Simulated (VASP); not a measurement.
Set up this calculation in VASP 6.6.1, as the native input.

- Task: single point
- Functional: r2SCAN
- Potentials or basis: VASP PAW PBE potentials, release 64 (Sn_d, Mg)
- Cutoff: 660 eV
- k mesh: 7 × 7 × 7
- Occupations: fermi-dirac, width 0.0144 eV
- Spin: no spin polarisation
- Dipole correction: no
- Further INCAR settings: ALGO = Normal; EDIFF = 1e-06; NBANDS = 16

The system is Mg2Sn.

```xyz
3
Lattice="0.0000 3.3846 3.3846 3.3846 0.0000 3.3846 3.3846 3.3846 0.0000" Properties=species:S:1:pos:R:3 pbc="T T T"
Sn    0.0000    0.0000    0.0000
Mg    1.6923    1.6923    1.6923
Mg    5.0768    5.0768    5.0768
```

One way to write it, as run:

POSCAR

```
Mg2Sn
1.0
    0.0000000000      3.3845637800      3.3845637800
    3.3845637800      0.0000000000      3.3845637800
    3.3845637800      3.3845637800      0.0000000000
Sn Mg
1 2
Direct
    0.0000000000      0.0000000000      0.0000000000
    0.2500000000      0.2500000000      0.2500000000
    0.7500000000      0.7500000000      0.7500000000
```

INCAR.step1

```
SYSTEM = Mg2Sn
  ALGO = Normal
  EDIFF = 1E-5
  ENCUT = 660
  GGA = PE
  GGA_COMPAT = .False.
  ISMEAR = -1
  LASPH = .True.
  LCHARG = .False.
  LREAL = .False.
  LWAVE = .True.
  NBANDS = 16
  NELM = 120
  PREC = Accurate
  SIGMA = 0.0144
```

INCAR.step2

```
SYSTEM = Mg2Sn
  ALGO = Normal
  EDIFF = 1E-6
  ENCUT = 660
  GGA_COMPAT = .False.
  ISIF = 2
  ISMEAR = -1
  ISTART = 1
  LASPH = .True.
  LCHARG = .False.
  LMIXTAU = .True.
  LREAL = .False.
  LWAVE = .False.
  METAGGA = R2SCAN
  NBANDS = 16
  NELM = 120
  PREC = Accurate
  SIGMA = 0.0144
```

KPOINTS

```
k-points
0
Gamma
  7 7 7
  0 0 0
```

Potentials or basis: VASP PAW PBE potentials, release 64 (Sn_d, Mg).

Run with:

```bash
$ cat potpaw_PBE.64/Sn_d/POTCAR potpaw_PBE.64/Mg/POTCAR > POTCAR
$ cp INCAR.step1 INCAR
$ mpirun -np 1 vasp_std > vasp.out
$ cp INCAR.step2 INCAR
$ mpirun -np 1 vasp_std > vasp.out
```

It gave:

```yaml
Pressure: -0.4 GPa
```

Caveat: the PAW data sets were made with another functional, which shifts forces and pressure a little.

Run time: 3.5 min on 1 thread of Intel Xeon 8259CL, on a shared host, peak memory 0.28 GiB.
